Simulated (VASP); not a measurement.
A run of VASP 6.6.1 is set up as follows.

Contents of POSCAR:

```
Pb
1.0
    0.0000000000      2.4946408835      2.4946408835
    2.4946408835      0.0000000000      2.4946408835
    2.4946408835      2.4946408835      0.0000000000
Pb
1
Direct
    0.0000000000      0.0000000000      0.0000000000
```

File INCAR.step1:

```
SYSTEM = Pb
  PREC = Accurate
  ENCUT = 520
  ISMEAR = 0
  SIGMA = 0.01
  LREAL = .FALSE.
  LASPH = .TRUE.
  NELM = 80
  NBANDS = 13
  GGA = PE
  ALGO = Normal
  EDIFF = 1E-4
  LWAVE = .TRUE.
  LCHARG = .FALSE.
```

File INCAR.step2:

```
SYSTEM = Pb
  PREC = Accurate
  ENCUT = 520
  EDIFF = 1E-6
  ISMEAR = 0
  SIGMA = 0.01
  LREAL = .FALSE.
  LASPH = .TRUE.
  NELM = 80
  ALGO = Normal
  ISIF = 2
  LWAVE = .FALSE.
  LCHARG = .FALSE.
  METAGGA = R2SCAN
  LMIXTAU = .TRUE.
  NBANDS = 13
  ISTART = 1
```

File KPOINTS:

```
Automatic mesh
0
G
  11 11 11
  0 0 0
```

Potentials or basis: VASP PAW PBE potentials, release 64 (Pb_d).

Run with:

```console
$ cat potpaw_PBE.64/Pb_d/POTCAR > POTCAR
$ cp INCAR.step1 INCAR
$ mpirun -np 1 vasp_std > vasp.out
$ cp INCAR.step2 INCAR
$ mpirun -np 1 vasp_std > vasp.out
```

(1) Predict the band gap on the k mesh.

(2) What does it give for the pressure?

Answers

(1) zero (band 7 reaches 14.50 eV, above the bottom of band 8 at 5.53 eV).

(2) 0.0 GPa.

Caveat: the PAW data sets were made with another functional, which shifts forces and pressure a little; spin-orbit coupling is left out, which moves the levels of the heavy elements.
